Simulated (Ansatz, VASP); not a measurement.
One calculation of GaAs, two programs

```xyz
2
Lattice="0.0000 2.1835 2.1835 2.1835 0.0000 2.1835 2.1835 2.1835 0.0000" Properties=species:S:1:pos:R:3 pbc="T T T"
Ga    0.0000    0.0000    0.0000
As    2.1835    2.1835    2.1835
```

Change from the starting cell: volume scaled by 0.55, PAW files.

Alike in both runs: task single point; functional r2SCAN; k mesh 15 × 15 × 15; occupations fermi-dirac, width 0.1 eV; no spin polarisation.

|  | VASP | Ansatz |
| --- | --- | --- |
| version | VASP 6.6.1 | Ansatz 0.2.0 |
| potentials or method | VASP PAW PBE potentials, release 64 (Ga_d, As) | PAW with Ansatz's default frozen-core files, scalar-relativistic |
| plane-wave cutoff (eV) | 520 | 500 |
| valence electrons in the cell | 18 | 28 |

```csv
,VASP,Ansatz,Ansatz less VASP
pressure (GPa),192.0,189.3,-2.72
```

VASP's potentials were made for PBE, not for r2SCAN. Both programs put the cell under a high pressure, so it lies far from rest at this level. VASP's potentials hold 18 valence electrons a cell and Ansatz's 28, so a difference there can come from the potentials and not from the codes.

Noted on VASP's run: the cell as given lies far from equilibrium.
